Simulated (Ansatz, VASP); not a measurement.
## One calculation of BaTiO3, two programs

The input POSCAR:

```
BaTiO3
1.0
    4.0085769300      4.0085769300      0.0000000000
    0.0000000000      4.0085769300      4.0257140300
    4.0085769300      0.0000000000      4.0257140300
Ba Ti O
2 2 6
Direct
    0.0000000000      0.0000000000      0.0000000000
    0.5000000000      0.5000000000      0.5000000000
    0.2590000000      0.2410000000      0.2410000000
    0.7590000000      0.7410000000      0.7410000000
    0.4920000000      0.0080000000      0.0080000000
    0.9920000000      0.5080000000      0.5080000000
    0.4925000000      0.5075000000      0.0075000000
    0.9925000000      0.0075000000      0.5075000000
    0.4925000000      0.0075000000      0.5075000000
    0.9925000000      0.5075000000      0.0075000000
```

Contents of INCAR.step1:

```
PREC = Accurate
ENCUT = 520
ISMEAR = 1
SIGMA = 0.0441
LREAL = False
LASPH = True
NELM = 150
ISPIN = 2
MAGMOM = 0 0 0 0 0 0 0 0 0 0
LMAXMIX = 4
NBANDS = 55
GGA = PE
ALGO = Normal
EDIFF = 1E-4
LWAVE = True
LCHARG = False
```

INCAR.step2

```
PREC = Accurate
ENCUT = 520
EDIFF = 1E-6
ISMEAR = 1
SIGMA = 0.0441
LREAL = False
LASPH = True
NELM = 150
ALGO = Normal
ISIF = 2
LWAVE = False
LCHARG = False
ISPIN = 2
MAGMOM = 0 0 0 0 0 0 0 0 0 0
LORBIT = 11
LMAXMIX = 4
METAGGA = R2SCAN
LMIXTAU = True
NBANDS = 55
ISTART = 1
```

The input KPOINTS:

```
Automatic mesh
0
Gamma
  5 5 5
```

Input for Ansatz:

```yaml
crystal:
  lattice:
    - [4.00857693, 4.00857693, 0.0]
    - [0.0, 4.00857693, 4.02571403]
    - [4.00857693, 0.0, 4.02571403]
  atoms:
    - { symbol: Ba, position: [0.0, 0.0, 0.0] }
    - { symbol: Ba, position: [0.5, 0.5, 0.5] }
    - { symbol: Ti, position: [0.259, 0.241, 0.241] }
    - { symbol: Ti, position: [0.759, 0.741, 0.741] }
    - { symbol: O, position: [0.492, 0.008, 0.008] }
    - { symbol: O, position: [0.992, 0.508, 0.508] }
    - { symbol: O, position: [0.4925, 0.5075, 0.0075] }
    - { symbol: O, position: [0.9925, 0.0075, 0.5075] }
    - { symbol: O, position: [0.4925, 0.0075, 0.5075] }
    - { symbol: O, position: [0.9925, 0.5075, 0.0075] }
kpoints:
  mp_grid: { grid: [5, 5, 5], shift: [0, 0, 0] }
  band_path:
    path:
      - [0.0, 0.0, 0.0]
      - [0.5, 0.5, 0.0]
      - [1.0, 0.5, 0.5]
      - [0.0, 0.0, 0.0]
      - [0.0, 0.5, 0.5]
      - [0.5, 1.0, 0.5]
      - [1.0, 1.0, 1.0]
      - [0.0, 0.5, 0.5]
      - [0.5, 0.5, 0.0]
      - [0.5, 1.0, 0.5]
      - [1.0, 0.5, 0.5]
    npoints: 6
magnetization:
  spin_polarized: true
scf:
  occupations: { method: cold, width: 0.0441 }
  lower_state_search: "off"
  max_iter: 200
hamiltonian:
  pseudopotentials: { kind: paw }
  xc: r2scan
basis:
  ecutwfc: 500
  fft_grid_basis: typed
output:
  forces: true
  stress: true
  eigenvalues: true
  bader: true
  populations: true
  elf: true
  write_potential: true
  volumetric_format: npy
  dos:
    e_range: [-12, 8]
    de: 0.05
    projected: { site_lists: { Ba: [Ba], O: [O], Ti: [Ti] } }
checkpoint:
  read: saved_state
```

Alike in both runs: task single point; functional r2SCAN; k mesh 5 × 5 × 5; collinear spin.

|  | VASP | Ansatz |
| --- | --- | --- |
| version | VASP 6.6.1 | Ansatz 0.2.0 |
| potentials or method | VASP PAW PBE potentials, release 64 (Ba_sv, Ti_sv, O), cutoff 520 eV | PAW plane waves |
| occupations | methfessel-paxton of order 1, width 0.0441 eV | cold, width 0.0441 eV |
| valence electrons in the cell | 80 | 80 |

```csv
,VASP,Ansatz,Ansatz less VASP
gap on the k mesh at the Fermi level (eV),2.15,2.17,+0.023
pressure (GPa),0.3,-1.6,-1.89
"traceless stress, the component that is largest in VASP (GPa)",1.06,0.98,-0.086
rms of the force components (eV/Å),0.128,0.147,+0.0195
```

VASP's potentials were made for PBE, not for r2SCAN. Atom by atom the forces differ by 0.040 eV/Å (rms over components). Ansatz's warnings: no starting moments, stability check not made.

Spin-orbit coupling is off throughout.
